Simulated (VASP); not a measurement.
# MgO (I4/mmm) in VASP: notebook

MgO is run at these levels: r2SCAN; tasks: single point.

Program: VASP 6.6.1. These are calculated values, not measurements. Logs are shortened: lines on timing, memory, paths and dates and some standing lists are left out, and cuts for length are marked.

### 1 The cell of the first run

The structure is tetragonal, space group I4/mmm (No. 139). Conventional cell: a = 3.020 Å, b = 3.020 Å, c = 4.014 Å, α = 90.00°, β = 90.00°, γ = 90.00°. Within 2.7 Å of Mg (site symmetry 4/mmm) lie 6 O at 2.01 to 2.14 Å. Within 2.7 Å of O (site symmetry 4/mmm) lie 6 Mg at 2.01 to 2.14 Å.

### 2 Single point, r2SCAN (strain -0.0600 x Voigt [1, 0, 0, 0, 0, 0])

POSCAR reads:

```
MgO
1.0
    0.0000000000      2.1351500000      2.1351500000
    2.0070410000      0.0000000000      2.1351500000
    2.0070410000      2.1351500000      0.0000000000
Mg O
1 1
Direct
    0.0000000000      0.0000000000      0.0000000000
    0.5000000000      0.5000000000      0.5000000000
```

INCAR.step1 reads:

```
  PREC = Accurate
  ENCUT = 520
  ISMEAR = 0
  SIGMA = 0.05
  LREAL = F
  LASPH = T
  NELM = 60
  NBANDS = 11
  GGA = PE
  ALGO = Normal
  EDIFF = 1E-4
  LWAVE = T
  LCHARG = F
```

INCAR.step2 reads:

```
  PREC = Accurate
  ENCUT = 520
  EDIFF = 1E-7
  ISMEAR = 0
  SIGMA = 0.05
  LREAL = F
  LASPH = T
  NELM = 60
  ALGO = Normal
  ISIF = 2
  LWAVE = F
  LCHARG = F
  METAGGA = R2SCAN
  LMIXTAU = T
  NBANDS = 11
  ISTART = 1
```

KPOINTS reads:

```
Automatic mesh
0
Gamma
  10 10 10
```

Potentials or basis: VASP PAW PBE potentials, release 64 (Mg, O).

Started as:

```console
> cat potpaw_PBE.64/Mg/POTCAR potpaw_PBE.64/O/POTCAR > POTCAR
> cp INCAR.step1 INCAR
> mpirun -np 1 vasp_std > vasp.out
> cp INCAR.step2 INCAR
> mpirun -np 1 vasp_std > vasp.out
```

OUTCAR:

```text
PREC = Accurate
   ENCUT = 520
   EDIFF = 1E-7
   ISMEAR = 0
   LREAL = F
   LASPH = T
   NELM = 60
   ISIF = 2
   METAGGA = R2SCAN
   ISTART = 1

 ion  position               nearest neighbor table
   1  0.000  0.000  0.000-   2 2.01   2 2.01   2 2.14   2 2.14   2 2.14   2 2.14
   2  0.500  0.500  0.500-   1 2.01   1 2.01   1 2.14   1 2.14   1 2.14   1 2.14

  LATTYP: Found a body centered tetragonal cell.
 ALAT       =     3.0195580877
 C/A-ratio  =     1.3293607486

  Lattice vectors:

 A1 = (  -2.0070410000,   0.0000000000,  -2.1351500000)
 A2 = (  -2.0070410000,   0.0000000000,   2.1351500000)
 A3 = (   2.0070410000,   2.1351500000,   0.0000000000)

Analysis of symmetry for initial positions (statically):
=====================================================================
 Subroutine PRICEL returns:
 Original cell was already a primitive cell.

 Routine SETGRP: Setting up the symmetry group for a
 body centered tetragonal supercell.

 Subroutine GETGRP returns: Found 16 space group operations
 (whereof 16 operations were pure point group operations)
 out of a pool of 16 trial point group operations.

The static configuration has the point symmetry D_4h.

Analysis of symmetry for dynamics (positions and initial velocities):
=====================================================================
 Subroutine PRICEL returns:
 Original cell was already a primitive cell.

 Routine SETGRP: Setting up the symmetry group for a
 body centered tetragonal supercell.

 Subroutine GETGRP returns: Found 16 space group operations
 (whereof 16 operations were pure point group operations)
 out of a pool of 16 trial point group operations.

The dynamic configuration has the point symmetry D_4h.

 Subroutine INISYM returns: Found 16 space group operations
 (whereof 16 operations are pure point group operations),
 and found     1 'primitive' translations

----------------------------------------------------------------------------------------

                                     Primitive cell

  volume of cell :      18.2997

  direct lattice vectors                    reciprocal lattice vectors
     0.000000000  2.135150000  2.135150000    -0.249122963  0.234175585  0.234175585
     2.007041000  0.000000000  2.135150000     0.249122963 -0.234175585  0.234175585
     2.007041000  2.135150000  0.000000000     0.249122963  0.234175585 -0.234175585

[... 89 lines left out ...]
   ISIF   =      2    stress and relaxation
   ISYM   =      2    0-nonsym 1-usesym 2-fastsym
   POTIM  = 0.5000    time-step for ionic-motion
   TEBEG  =    0.0;   TEEND  =   0.0 temperature during run
   PSTRESS=    0.0 pullay stress
   NELECT =       8.0000    total number of electrons
   NUPDOWN=      -1.0000    fix difference up-down
   EMIN   =  10.00;   EMAX   =-10.00  energy-range for DOS
   EFERMI =   0.00;   METHOD = LEGACY
   ISMEAR =     0;   SIGMA  =   0.05  broadening in eV -4-tet -1-fermi 0-gaus
   EFERMI_NEDOS =   21; number of points for ismear=-14 and -15
   IALGO  =     38    algorithm
   IMIX   =      4    mixing-type and parameters
     AMIX     =   0.40;   BMIX     =  1.00
     AMIX_MAG =   1.60;   BMIX_MAG =  1.00
  volume/ion in A,a.u.               =       9.15        61.75
  Fermi-wavevector in a.u.,A,eV,Ry     =   1.242483  2.347953 21.004187  1.543764
  Thomas-Fermi vector in A             =   2.376836
   LORBIT       =      0    0 simple, 1 ext, 2 COOP (PROOUT), +10 PAW based schemes
   METAGGA = R2SCAN    functional components
   LHFCALC =     F    Hartree Fock is set to
   AEXX    =    0.0000 exact exchange contribution
   IVDW    =     0    specifies the selected vdW correction
   LEPSILON=     F    determine dielectric tensor
   LRPA    =     F    only Hartree local field effects (RPA)
 non-spin polarized calculation
 Gauss-broadening in eV      SIGMA  =   0.05
  energy-cutoff  :      520.00
  volume of cell :       18.30
 maximum number of plane-waves:       515
   NGX = 11   NGY = 11   NGZ = 11

 number of electron       8.0000004 magnetization

 Free energy of the ion-electron system (eV)
  ---------------------------------------------------
  ext. energy  EPLUGINS =         0.00000000
  ---------------------------------------------------
  free energy    TOTEN  =       -16.12328226 eV

  energy without entropy =      -16.12328226  energy(sigma->0) =      -16.12328226

 E-fermi :   3.2885     XC(G=0): -11.6955

 val. band max:        2.9690826632   @ k =   0.0000   0.0000   0.0000
 cond. band min:       8.7070009283   @ k =   0.0000   0.0000   0.0000
 fundamental gap:      5.7379182651
 Fermi energy:         3.2885115969

 k-point     1 :       0.0000    0.0000    0.0000
  band No.  band energies     occupation
      1     -15.3896      2.00000
      2       2.8208      2.00000
      3       2.9691      2.00000
      4       2.9691      2.00000
      5       8.7070      0.00000
      6      19.7077      0.00000
      7      19.7077      0.00000
      8      20.3697      0.00000
      9      24.1394      0.00000
     10      24.8313      0.00000
     11      27.0391      0.00000
[... 309 lines left out ...]
 k-point    24 :       0.4000    0.3000    0.0000
  band No.  band energies     occupation
      1     -14.1851      2.00000
      2      -0.7449      2.00000
      3       1.5525      2.00000
      4       1.9421      2.00000
      5      13.7319      0.00000
      6      14.3390      0.00000
      7      17.6553      0.00000
      8      22.5775      0.00000
      9      23.4428      0.00000
     10      29.5615      0.00000
     11      31.6564      0.00000

 [... further k-points ...]

------------------------ aborting loop because EDIFF is reached ----------------------------------------

  FORCE on cell =-STRESS in cart. coord.  units (eV):
  Direction    XX          YY          ZZ          XY          YZ          ZX
  --------------------------------------------------------------------------------------
  -------------------------------------------------------------------------------------
  Total        1.5892499     -0.2926390     -0.2926390     -0.0000000      0.0000000     -0.0000000
  in kB      139.1424847    -25.6212150    -25.6212150     -0.0000000      0.0000000     -0.0000000
  external PRESSURE =      29.3000182 kB  Pullay stress =       0.0000000 kB

 VOLUME and BASIS-vectors are now :
 -----------------------------------------------------------------------------
  energy-cutoff  :      520.00
  volume of cell :       18.30
      direct lattice vectors                 reciprocal lattice vectors
     0.000000000  2.135150000  2.135150000    -0.249122963  0.234175585  0.234175585
     2.007041000  0.000000000  2.135150000     0.249122963 -0.234175585  0.234175585
     2.007041000  2.135150000  0.000000000     0.249122963  0.234175585 -0.234175585

 POSITION                                       TOTAL-FORCE (eV/Angst)
 -----------------------------------------------------------------------------------
      0.00000      0.00000      0.00000         0.000000      0.000000     -0.000000
      2.00704      2.13515      2.13515         0.000000     -0.000000      0.000000
 -----------------------------------------------------------------------------------
    total drift:                               -0.000000     -0.000000      0.000000

  FREE ENERGIE OF THE ION-ELECTRON SYSTEM (eV)
  ---------------------------------------------------
  free  energy   TOTEN  =       -16.1232822596 eV

  energy  without entropy=      -16.1232822596  energy(sigma->0) =      -16.12328226
```

Wall time 66 s (1 thread of Intel Xeon 8259CL, shared host); peak memory 0.16 GiB.

What came out:

```yaml
Free_energy: -16.1233 eV
Pressure: 2.9 GPa
Band_gap_on_the_k_mesh: 5.74 eV
```

Caveat: the cell differs from its parent crystal (strain -0.0600 x Voigt [1, 0, 0, 0, 0, 0]); the PAW data sets were made with another functional, which shifts forces and pressure a little.

### 3 Single point, r2SCAN (strain -0.0450 x Voigt [1, 0, 0, 0, 0, 0])

POSCAR reads:

```
MgO
1.0
    0.0000000000      2.1351500000      2.1351500000
    2.0390682500      0.0000000000      2.1351500000
    2.0390682500      2.1351500000      0.0000000000
Mg O
1 1
Direct
    0.0000000000      0.0000000000      0.0000000000
    0.5000000000      0.5000000000      0.5000000000
```

INCAR.step1 reads:

```
SYSTEM = MgO
PREC     = Accurate       ! precision mode
ENCUT    = 520            ! plane-wave cutoff, eV
ISMEAR   = 0              ! smearing method
SIGMA    = 0.05           ! smearing width, eV
LREAL    = .FALSE.        ! projectors in reciprocal space
LASPH    = .TRUE.         ! aspherical terms in the spheres
NELM     = 60             ! most SCF steps
NBANDS   = 11             ! bands
GGA      = PE             ! functional
ALGO     = Normal         ! electronic algorithm
EDIFF    = 1E-4           ! SCF threshold, eV
LWAVE    = .TRUE.         ! write WAVECAR
LCHARG   = .FALSE.        ! write CHGCAR
```

INCAR.step2 reads:

```
SYSTEM = MgO
PREC     = Accurate       ! precision mode
ENCUT    = 520            ! plane-wave cutoff, eV
EDIFF    = 1E-6           ! SCF threshold, eV
ISMEAR   = 0              ! smearing method
SIGMA    = 0.05           ! smearing width, eV
LREAL    = .FALSE.        ! projectors in reciprocal space
LASPH    = .TRUE.         ! aspherical terms in the spheres
NELM     = 60             ! most SCF steps
ALGO     = Normal         ! electronic algorithm
ISIF     = 2              ! what is computed and relaxed
LWAVE    = .FALSE.        ! write WAVECAR
LCHARG   = .TRUE.         ! write CHGCAR
METAGGA  = R2SCAN         ! meta-GGA
LMIXTAU  = .TRUE.       
LELF     = .TRUE.         ! ELF
LVHAR    = .TRUE.       
NBANDS   = 11             ! bands
ISTART   = 1
```

KPOINTS reads:

```
Automatic mesh
0
G
  10 10 10
  0 0 0
```

Potentials or basis: VASP PAW PBE potentials, release 64 (Mg, O).

Started as:

```console
> cat potpaw_PBE.64/Mg/POTCAR potpaw_PBE.64/O/POTCAR > POTCAR
> cp INCAR.step1 INCAR
> mpirun -np 1 vasp_std > vasp.out
> cp INCAR.step2 INCAR
> mpirun -np 1 vasp_std > vasp.out
```

Run time: 64 s. Hardware: 1 thread of Intel Xeon 8259CL, shared host; peak memory 0.16 GiB.

The run converged. Its results:

| Quantity | Value |
| --- | --- |
| Free energy | -16.1423 eV |
| Pressure | -0.5 GPa |
| Band gap on the k mesh | 5.60 eV |

Stress tensor (GPa, compression positive):
```
 6.76  0.00  0.00
 0.00 -4.08  0.00
 0.00  0.00 -4.08
```

Levels at points of the mesh, in eV from the valence-band top:
```tsv
k point	band 2	band 3	band 4	band 5	band 6	band 7
(0.00, 0.00, 0.00)	-0.11	0.00	0.00	5.60	16.69	16.69
(0.50, 0.00, 0.00)	-4.67	-0.76	-0.67	8.78	13.81	16.92
(0.50, 0.50, 0.00)	-4.21	-1.49	-1.20	10.19	11.11	14.10
(0.00, 0.50, 0.50)	-4.04	-1.55	-1.55	9.68	11.07	14.72
```

Caveat: the cell differs from its parent crystal (strain -0.0450 x Voigt [1, 0, 0, 0, 0, 0]); the PAW data sets were made with another functional, which shifts forces and pressure a little.
